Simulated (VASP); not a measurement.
# NbAs: single point with PBE

System: NbAs, a sheet with vacuum.

```
Nb As
1.0
     3.61170    0.00000    0.00000
     0.00000    3.61170    0.00000
     0.00000    0.00000   23.80000
Nb As
1 1
Direct
  0.00000 0.00000 0.29412
  0.50000 0.50000 0.29412
```

- Program: VASP 6.6.1
- Task: single point
- Functional: PBE
- Potentials or basis: VASP PAW PBE potentials, release 64 (Nb_sv, As)
- Cutoff: 400 eV
- k mesh: 16 × 16 × 1
- Occupations: gaussian, width 0.1 eV
- Spin: collinear spin
- Starting moments: [1.11, 0.0] μB
- Dipole correction: yes
- Further INCAR settings: ALGO = Normal; EDIFF = 1e-06; NBANDS = 20; NELMDL = -8

| Quantity | Value |
| --- | --- |
| Net moment | 1.69 μB per cell |
| Site moments | Nb +1.18; As -0.06 μB |
| Valence electrons inside the program's atomic spheres | Nb 10.64; As 2.89 |

Levels at points of the mesh, in eV from the Fermi level:
Spin up:
| k point | band 7 | band 8 | band 9 | band 10 | band 11 | band 12 | band 13 | band 14 |
| --- | --- | --- | --- | --- | --- | --- | --- | --- |
| (0.00, 0.00, 0.00) | -2.59 | -1.04 | -0.41 | -0.23 | -0.23 | 0.12 | 0.12 | 3.64 |
| (0.50, 0.00, 0.00) | -3.96 | -3.28 | -0.48 | 0.35 | 1.18 | 2.63 | 2.92 | 4.91 |
| (0.50, 0.50, 0.00) | -3.08 | -1.20 | -1.20 | -0.53 | -0.18 | 1.40 | 2.89 | 2.90 |
Spin down:
```
           k point  band 6  band 7  band 8  band 9  band 10  band 11
(0.00, 0.00, 0.00)   -2.47   -2.08   -0.19   -0.19     0.17     0.59
(0.50, 0.00, 0.00)   -5.58   -3.67   -2.89    1.41     1.49     1.91
(0.50, 0.50, 0.00)   -2.98   -2.98   -0.64   -0.24    -0.24     1.75
```

Wall time 5.5 min on 1 thread of Intel(R) Xeon(R) 6975P-C (Granite Rapids), with other jobs on the host, peak memory 0.56 GiB.
